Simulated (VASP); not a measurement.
Here is a VASP 6.6.1 calculation.

INCAR

```
  PREC = Accurate
  ENCUT = 500
  EDIFF = 1E-6
  ISMEAR = -1
  SIGMA = 0.05
  LREAL = F
  LASPH = T
  NELM = 120
  ALGO = Normal
  ISIF = 2
  LWAVE = F
  LCHARG = F
  GGA = PS
  NBANDS = 8
  GGA_COMPAT = F
```

Contents of KPOINTS:

```
Automatic mesh
0
Gamma
  6 6 6
```

File POSCAR:

```
B
1.0
    0.0000000000      2.8553200000      2.8553200000
    2.8553200000      0.0000000000      2.8553200000
    2.8553200000      2.8553200000      0.0000000000
B
1
Direct
    0.5000000000      0.5000000000      0.5000000000
```

Potentials or basis: VASP PAW PBE potentials, release 64 (B).

Launch:

```bash
$ cat potpaw_PBE.64/B/POTCAR > POTCAR
$ mpirun -np 1 vasp_std > vasp.out
```

Q: What does it give for the pressure?

A: -4.8 GPa.

Q: What does it give for the band gap on the k mesh?

A: Zero (an odd number of electrons rules out a gap without spin polarisation).

Caveat: the cell stands under tension; the PAW data sets were made with another functional, which shifts forces and pressure a little.
